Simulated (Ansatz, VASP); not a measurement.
# One calculation of Cd3HgTe4, two programs

Contents of INCAR:

```
PREC = Accurate
ENCUT = 520
EDIFF = 1E-6
ISMEAR = 0
SIGMA = 0.01
LREAL = F
LASPH = T
NELM = 80
ALGO = Normal
ISIF = 2
LWAVE = F
LCHARG = F
GGA = PE
NBANDS = 46
```

KPOINTS

```
regular mesh
0
Gamma
  6 6 6
```

Contents of POSCAR:

```
Cd3HgTe4
1.0
   -3.2805909670      3.2805909670      6.5620113038
    3.2805909670     -3.2805909670      6.5620113038
    3.2805909670      3.2805909670     -6.5620113038
Cd Te Hg
3 4 1
Direct
    0.7500000000      0.2500000000      0.5000000000
    0.5000000000      0.5000000000      0.0000000000
    0.2500000000      0.7500000000      0.5000000000
    0.1252970005      0.6240322503      0.0000000000
    0.8747029995      0.8747029995      0.4987352498
    0.6240322503      0.1252970005      0.0000000000
    0.3759677497      0.3759677497      0.5012647502
    0.0000000000      0.0000000000      0.0000000000
```

Input for Ansatz:

```yaml
crystal:
  lattice:
    - [-3.280590967, 3.280590967, 6.5620113038]
    - [3.280590967, -3.280590967, 6.5620113038]
    - [3.280590967, 3.280590967, -6.5620113038]
  atoms:
    - { symbol: Cd, position: [0.75, 0.25, 0.5] }
    - { symbol: Te, position: [0.1252970005, 0.6240322503, 0.0] }
    - { symbol: Cd, position: [0.5, 0.5, 0.0] }
    - { symbol: Te, position: [0.8747029995, 0.8747029995, 0.4987352498] }
    - { symbol: Cd, position: [0.25, 0.75, 0.5] }
    - { symbol: Te, position: [0.6240322503, 0.1252970005, 0.0] }
    - { symbol: Hg, position: [0.0, 0.0, 0.0] }
    - { symbol: Te, position: [0.3759677497, 0.3759677497, 0.5012647502] }
kpoints:
  mp_grid: { grid: [6, 6, 6] }
  band_path:
    path:
      - [0.0, 0.0, 0.0]
      - [0.0, 0.0, 0.5]
      - [0.25, 0.25, 0.25]
      - [0.0, 0.5, 0.0]
      - [0.5, 0.5, -0.5]
      - [0.3124842023, 0.6875157977, -0.3124842023]
      - [-0.3124842023, 0.3124842023, 0.3124842023]
      - [-0.1249684046, 0.1249684046, 0.5]
      - [0.5, 0.5, -0.1249684046]
    npoints: 1
hamiltonian:
  xc: pbe
scf:
  occupations: { method: fixed }
  n_extra_bands: 6
output:
  forces: true
  stress: true
  eigenvalues: true
```

Alike in both runs: task single point; functional PBE; k mesh 6 × 6 × 6; no spin polarisation.

```csv
,VASP,Ansatz
version,VASP 6.6.1,Ansatz 0.2.0
potentials or method,"VASP PAW PBE potentials, release 64 (Cd, Te, Hg)","plane waves, PAW"
plane-wave cutoff (eV),520,420
occupations,"gaussian, width 0.01 eV",fixed
valence electrons in the cell,72,144
```

Ansatz gave:

```
gap on the k mesh at the Fermi level (eV) : 0.28
pressure (GPa)                            : 1.1
rms of the force components (eV/Å)        : 0.008
```

Question: What did VASP give for the same quantities?

Answer: gap on the k mesh at the Fermi level (eV): 0.28; pressure (GPa): 1.2; rms of the force components (eV/Å): 0.007.

VASP's potentials hold 72 valence electrons a cell and Ansatz's 144, so a difference there can come from the potentials and not from the codes.

Neither program's run includes spin-orbit coupling.
